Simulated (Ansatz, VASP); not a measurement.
# C in VASP and in Ansatz

```
C
1.0
     0.00000    2.13600    4.29267
     1.23322    0.00000    4.29267
     1.23322    2.13600    0.00000
C
2
Direct
  0.16667 0.83333 0.16667
  0.83333 0.16667 0.83333
```

Alike in both runs: functional PBE; k mesh 26 × 26 × 26; occupations gaussian, width 0.1 eV; no spin polarisation.

Ansatz relaxed the structure, and its values are those at the end. VASP's run is a single point on that final structure, the one shown.

|  | VASP | Ansatz |
| --- | --- | --- |
| version | VASP 6.6.1 | Ansatz 0.2.0 |
| potentials or method | VASP PAW PBE potentials, release 64 (C), cutoff 520 eV | scalar-relativistic, plane waves, PAW |
| valence electrons in the cell | 8 | 8 |

Ansatz gave:

```
gap on the k mesh at the Fermi level (eV) : 0.49
least direct gap on the mesh (eV)         : 0.54
pressure (GPa)                            : 0.0
```

**Question.** Estimate VASP's values.

**Answer.** gap on the k mesh at the Fermi level (eV): 0.50; least direct gap on the mesh (eV): 0.54; pressure (GPa): 0.4.
